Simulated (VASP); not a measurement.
# Be (P6_3/mmc) in VASP: further runs, part 2 of 2

VASP 6.6.1. The steps go on from the part before.

## Step 3: Single point, r2SCAN

This run uses another cell than the first one, of 8.24 Å³/atom.

The input, POSCAR:

```
Be
1.0
    2.2995019849      0.0000000000      0.0000000000
   -1.1497509925      1.9914271350      0.0000000000
    0.0000000000      0.0000000000      3.6009000000
Be
2
Direct
    0.3333333333      0.6666666667      0.2500000000
    0.6666666667      0.3333333333      0.7500000000
```

The input, INCAR.step1:

```
SYSTEM = Be
PREC     = Accurate       ! precision mode
ENCUT    = 660            ! plane-wave cutoff, eV
ISMEAR   = -1             ! smearing method
SIGMA    = 0.05           ! smearing width, eV
LREAL    = .False.        ! projectors in reciprocal space
LASPH    = .True.         ! aspherical terms in the spheres
NELM     = 120            ! most SCF steps
NBANDS   = 9              ! bands
GGA      = PE             ! functional
ALGO     = Normal         ! electronic algorithm
EDIFF    = 1E-5           ! SCF threshold, eV
LWAVE    = .True.         ! write WAVECAR
LCHARG   = .False.        ! write CHGCAR
GGA_COMPAT= .False.
```

The input, INCAR.step2:

```
SYSTEM = Be
PREC     = Accurate       ! precision mode
ENCUT    = 660            ! plane-wave cutoff, eV
EDIFF    = 1E-6           ! SCF threshold, eV
ISMEAR   = -1             ! smearing method
SIGMA    = 0.05           ! smearing width, eV
LREAL    = .False.        ! projectors in reciprocal space
LASPH    = .True.         ! aspherical terms in the spheres
NELM     = 120            ! most SCF steps
ALGO     = Normal         ! electronic algorithm
ISIF     = 2              ! what is computed and relaxed
LWAVE    = .False.        ! write WAVECAR
LCHARG   = .False.        ! write CHGCAR
METAGGA  = R2SCAN         ! meta-GGA
LMIXTAU  = .True.       
NBANDS   = 9              ! bands
ISTART   = 1            
GGA_COMPAT= .False.
```

The input, KPOINTS:

```
Automatic mesh
0
Gamma
  20 20 11
  0 0 0
```

Potentials or basis: VASP PAW PBE potentials, release 64 (Be).

Command:

```console
> cat potpaw_PBE.64/Be/POTCAR > POTCAR
> cp INCAR.step1 INCAR
> mpirun -np 1 vasp_std > vasp.out
> cp INCAR.step2 INCAR
> mpirun -np 1 vasp_std > vasp.out
```

OUTCAR:

```text
SYSTEM = Be
   PREC = Accurate
   ENCUT = 660
   EDIFF = 1E-6
   ISMEAR = -1
   LREAL = .False.
   LASPH = .True.
   NELM = 120
   ISIF = 2
   METAGGA = R2SCAN
   ISTART = 1

 ion  position               nearest neighbor table
   1  0.333  0.667  0.250-   2 2.24   2 2.24   2 2.24   2 2.24   2 2.24   2 2.24
   2  0.667  0.333  0.750-   1 2.24   1 2.24   1 2.24   1 2.24   1 2.24   1 2.24

  LATTYP: Found a hexagonal cell.
 ALAT       =     2.2995019849
 C/A-ratio  =     1.5659477677

  Lattice vectors:
[... 477 lines left out ...]

------------------------ aborting loop because EDIFF is reached ----------------------------------------

  FORCE on cell =-STRESS in cart. coord.  units (eV):
  Direction    XX          YY          ZZ          XY          YZ          ZX
  --------------------------------------------------------------------------------------
  -------------------------------------------------------------------------------------
  Total       -0.4914258     -0.4914258     -0.4455395      0.0000000      0.0000000      0.0000000
  in kB      -47.7484516    -47.7484516    -43.2899948      0.0000000      0.0000000      0.0000000
  external PRESSURE =     -46.2622993 kB  Pullay stress =       0.0000000 kB

 VOLUME and BASIS-vectors are now :
 -----------------------------------------------------------------------------
  energy-cutoff  :      660.00
  volume of cell :       16.49
      direct lattice vectors                 reciprocal lattice vectors
     2.299501985  0.000000000  0.000000000     0.434876772  0.251076221  0.000000000
    -1.149750993  1.991427135  0.000000000     0.000000000  0.502152443  0.000000000
     0.000000000  0.000000000  3.600900000     0.000000000  0.000000000  0.277708351

 POSITION                                       TOTAL-FORCE (eV/Angst)
 -----------------------------------------------------------------------------------
     -0.00000      1.32762      0.90023         0.000000      0.000000      0.000000
      1.14975      0.66381      2.70068        -0.000000     -0.000000      0.000000
 -----------------------------------------------------------------------------------
    total drift:                                0.000000     -0.000000      0.000000

  FREE ENERGIE OF THE ION-ELECTRON SYSTEM (eV)
  ---------------------------------------------------
  free  energy   TOTEN  =        -8.6722383468 eV

  energy  without entropy=       -8.6713566483  energy(sigma->0) =       -8.67179750
```

OUTCAR.step1:

```text
SYSTEM = Be
   PREC = Accurate
   ENCUT = 660
   ISMEAR = -1
   LREAL = .False.
   LASPH = .True.
[... 512 lines left out ...]
     -0.00000      1.32762      0.90023        -0.000000     -0.000000      0.000000
      1.14975      0.66381      2.70068         0.000000      0.000000      0.000000
 -----------------------------------------------------------------------------------
    total drift:                                0.000000     -0.000000      0.000000

  FREE ENERGIE OF THE ION-ELECTRON SYSTEM (eV)
  ---------------------------------------------------
  free  energy   TOTEN  =        -7.5251858905 eV

  energy  without entropy=       -7.5242927599  energy(sigma->0) =       -7.52473933
```

It took 2.6 min on 1 thread of Intel Xeon 8259CL, shared host; peak memory 0.17 GiB.

Results:

```
Free energy            : -8.6722 eV
Pressure               : -4.6 GPa
Band gap on the k mesh : zero (bands 2 and 3 overlap by 1.51 eV)
```

Caveat: the cell stands under tension; the PAW data sets were made with another functional, which shifts forces and pressure a little.

## Step 4: Single point, PBE (7.91 Å³/atom)

This run uses another cell than the first one, of 7.91 Å³/atom.

The input, INCAR:

```
SYSTEM = Be
PREC = Accurate ; ENCUT = 520
EDIFF = 1E-6 ; ISMEAR = -1
SIGMA = 0.05 ; LREAL = .False.
LASPH = .True. ; NELM = 100
ALGO = Normal ; ISIF = 2
LWAVE = .False. ; LCHARG = .False.
GGA = PE ; NBANDS = 9
```

The input, KPOINTS:

```
regular mesh
0
Gamma
  20 20 11
  0 0 0
```

The input, POSCAR:

```
Be
1.0
    2.2684238240      0.0000000000      0.0000000000
   -1.1342119121      1.9645126582      0.0000000000
    0.0000000000      0.0000000000      3.5522332234
Be
2
Direct
    0.3333333333      0.6666666667      0.2500000000
    0.6666666667      0.3333333333      0.7500000000
```

Command:

```console
> cat potpaw_PBE.64/Be/POTCAR > POTCAR
> mpirun -np 1 vasp_std > vasp.out
```

It took 10 s on 1 thread of Intel Xeon 6975P-C (Granite Rapids), shared host; peak memory 0.14 GiB.

It converged, with:

```yaml
Free_energy: -7.5345 eV
Pressure: 0.1 GPa
Band_gap_on_the_k_mesh: zero (bands 2 and 3 overlap by 1.43 eV)
```

Stress tensor (GPa, compression positive):
```
-0.08  0.00  0.00
 0.00 -0.08  0.00
 0.00  0.00  0.58
```

Levels at points of the mesh, in eV from the Fermi level:
| k point | band 1 | band 2 | band 3 | band 4 | band 5 | band 6 |
| --- | --- | --- | --- | --- | --- | --- |
| (0.00, 0.00, 0.00) | -11.26 | -4.30 | 1.29 | 15.96 | 15.96 | 18.83 |
| (0.50, 0.00, 0.00) | -4.94 | -3.07 | 3.73 | 6.60 | 6.90 | 9.40 |

## Step 5: The runs side by side

```csv
level,cell,cutoff (eV),gap on the mesh (eV),pressure (GPa)
PBEsol,"a = 2.330, b = 2.330, c = 3.648 Å, angles 90.0, 90.0, 120.0°, 2 atoms",600,none,-9.3
r2SCAN,"a = 2.300, b = 2.300, c = 3.601 Å, angles 90.0, 90.0, 120.0°, 2 atoms",660,none,-4.6
PBE,"a = 2.268, b = 2.268, c = 3.552 Å, angles 90.0, 90.0, 120.0°, 2 atoms",520,none,0.1
```

Alike in all rows: task single point; potentials or basis VASP PAW PBE potentials, release 64 (Be); no spin polarisation; k mesh 20 × 20 × 11; smearing fermi-dirac 0.05 eV.

Caveats: the cell stands under tension (at least some runs); the PAW data sets were made with another functional, which shifts forces and pressure a little (at least some runs).

Total energies depend on the potentials used, so only differences within one code and one set of settings carry meaning.
